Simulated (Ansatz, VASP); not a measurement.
## One calculation of BP, two programs

File POSCAR:

```
BP
1.0
    0.0000000000      2.2690000000      2.2690000000
    2.2690000000      0.0000000000      2.2690000000
    2.2690000000      2.2690000000      0.0000000000
P B
1 1
Direct
    0.7500000000      0.7500000000      0.7500000000
    0.0000000000      0.0000000000      0.0000000000
```

INCAR.step1

```
SYSTEM = BP
PREC = Accurate
ENCUT = 520
ISMEAR = -1
SIGMA = 0.05
LREAL = .False.
LASPH = .True.
NELM = 80
NBANDS = 11
GGA = PE
ALGO = Normal
EDIFF = 1E-4
LWAVE = .True.
LCHARG = .False.
```

The input INCAR.step2:

```
SYSTEM = BP
PREC = Accurate
ENCUT = 520
EDIFF = 1E-6
ISMEAR = -1
SIGMA = 0.05
LREAL = .False.
LASPH = .True.
NELM = 80
ALGO = Normal
ISIF = 2
LWAVE = .False.
LCHARG = .False.
METAGGA = R2SCAN
LMIXTAU = .True.
NBANDS = 11
ISTART = 1
```

File KPOINTS:

```
regular mesh
0
Gamma
  10 10 10
  0 0 0
```

File input.yaml:

```yaml
crystal:
  lattice:
    - [0.0, 2.269, 2.269]
    - [2.269, 0.0, 2.269]
    - [2.269, 2.269, 0.0]
  atoms:
    - { symbol: P, position: [0.75, 0.75, 0.75] }
    - { symbol: B, position: [0.0, 0.0, 0.0] }
hamiltonian:
  xc: r2scan
  pseudopotentials: { kind: paw }
kpoints:
  mp_grid: { grid: [10, 10, 10] }
scf:
  occupations: { method: fermi_dirac, width: 0.05 }
output:
  forces: true
  stress: true
  eigenvalues: true
```

Alike in both runs: task single point; functional r2SCAN; k mesh 10 × 10 × 10; occupations fermi-dirac, width 0.05 eV; no spin polarisation.

|  | VASP | Ansatz |
| --- | --- | --- |
| version | VASP 6.6.1 | Ansatz 0.2.0 |
| potentials or method | VASP PAW PBE potentials, release 64 (P, B) | Ansatz PAW |
| plane-wave cutoff (eV) | 520 | 500 |
| valence electrons in the cell | 8 | 8 |

|  | VASP | Ansatz | Ansatz less VASP |
| --- | --- | --- | --- |
| gap on the k mesh at the Fermi level (eV) | 1.45 | 1.42 | -0.030 |
| least direct gap on the mesh (eV) | 3.64 | 3.60 | -0.040 |
| pressure (GPa) | -0.7 | -0.2 | +0.51 |

VASP's potentials were made for PBE, not for r2SCAN.
